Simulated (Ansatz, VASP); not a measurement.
Two plane-wave programs on W

Contents of INCAR:

```
SYSTEM = W
ALGO     = Fast           ! electronic algorithm
EDIFF    = 1E-7           ! SCF threshold, eV
ENCUT    = 520            ! plane-wave cutoff, eV
GGA      = PS             ! functional
ISIF     = 2              ! what is computed and relaxed
ISMEAR   = 0              ! smearing method
LASPH    = .True.         ! aspherical terms in the spheres
LCHARG   = .False.        ! write CHGCAR
LREAL    = .False.        ! projectors in reciprocal space
LWAVE    = .False.        ! write WAVECAR
NBANDS   = 21             ! bands
NELM     = 100            ! most SCF steps
PREC     = Accurate       ! precision mode
SIGMA    = 0.15           ! smearing width, eV
```

The input KPOINTS:

```
k-points
0
Gamma
  22 22 16
  0 0 0
```

File POSCAR:

```
W
1.0
    0.0000000000     -1.9989957669     -1.9989957669
    0.0000000000      1.9989957669     -1.9989957669
    3.9979915338      0.0000000000      0.0000000000
W
2
Direct
    0.5000000000      0.5000000000      0.5562782582
    0.0000000000      0.0000000000     -0.0562782582
```

Input for Ansatz:

```yaml
crystal:
  lattice:
    - [0.0, -1.9989957669, -1.9989957669]
    - [0.0, 1.9989957669, -1.9989957669]
    - [3.9979915338, 0.0, 0.0]
  atoms:
    - { symbol: W, position: [0.5, 0.5, 0.5562782582] }
    - { symbol: W, position: [0.0, 0.0, -0.0562782582] }
basis:
  ecutwfc: 420
kpoints:
  mp_grid: { grid: [22, 22, 16] }
hamiltonian:
  xc: pbesol
scf:
  occupations: { method: gaussian, width: 0.15 }
output:
  forces: true
  stress: true
  eigenvalues: true
  write_density: true
  write_potential: true
  elf: true
  volumetric_format: npy
```

Change from the starting cell: mode 6 (217.3 1/cm) frozen in, largest displacement +0.225 Å.

Alike in both runs: task single point; functional PBEsol; k mesh 22 × 22 × 16; occupations gaussian, width 0.15 eV; no spin polarisation.

```csv
,VASP,Ansatz
version,VASP 6.6.1,Ansatz 0.2.0
potentials or method,"VASP PAW PBE potentials, release 64 (W_sv), cutoff 520 eV","scalar-relativistic, plane waves, PAW"
valence electrons in the cell,28,28
```

VASP gave:

```
gap on the k mesh at the Fermi level (eV)                     : none
pressure (GPa)                                                : 26.4
traceless stress, the component that is largest in VASP (GPa) : -25.66
rms of the force components (eV/Å)                            : 2.968
```

**Question.** Estimate Ansatz's values.

**Answer.** gap on the k mesh at the Fermi level (eV): none; pressure (GPa): 25.0; traceless stress, the component that is largest in VASP (GPa): -25.45; rms of the force components (eV/Å): 2.899.

VASP's potentials were made for PBE, not for PBEsol. Atom by atom the forces differ by 0.069 eV/Å (rms over components). A gap of «none» marks a metal or a gap that the smearing closes. The functional is the same, so the differences come from potentials, cutoffs and numerics.

Spin-orbit coupling is off throughout.
